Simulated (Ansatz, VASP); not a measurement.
Te2Mo in VASP and in Ansatz

```xyz
3
Lattice="3.6681 0.0000 0.0000 -1.8340 3.1767 0.0000 0.0000 0.0000 18.0495" Properties=species:S:1:pos:R:3 pbc="T T T"
Te    0.0000    2.1178   16.2972
Te    0.0000    2.1178    1.7524
Mo    0.0000    0.0000    0.0000
```

Change from the starting cell: equal strain along all axes, cell held, atoms relaxed: +3.0 %.

Alike in both runs: functional r2SCAN; k mesh 12 × 12 × 2; occupations gaussian, width 0.02 eV; no spin polarisation.

Ansatz relaxed the structure, and its values are those at the end. VASP's run is a single point on that final structure, the one shown.

|  | VASP | Ansatz |
| --- | --- | --- |
| version | VASP 6.6.1 | Ansatz 0.2.0 |
| potentials or method | VASP PAW PBE potentials, release 64 (Te, Mo_sv), cutoff 520 eV | scalar-relativistic, plane waves, PAW |
| valence electrons in the cell | 26 | 46 |

Ansatz gave:

| Item | Value |
| --- | --- |
| gap on the k mesh at the Fermi level (eV) | 0.90 |
| least direct gap on the mesh (eV) | 0.90 |
| rms of the force components (eV/Å) | 0.004 |

Q: What did VASP give for the same quantities?

A: gap on the k mesh at the Fermi level (eV): 0.90; least direct gap on the mesh (eV): 0.90; rms of the force components (eV/Å): 0.016.

VASP's potentials were made for PBE, not for r2SCAN. With one functional, cell and mesh, what is left measures potentials, basis and numerics. VASP's potentials hold 26 valence electrons a cell and Ansatz's 46, so a difference there can come from the potentials and not from the codes. Ansatz's warnings: stress scf threshold loose.

Spin-orbit coupling is off throughout.
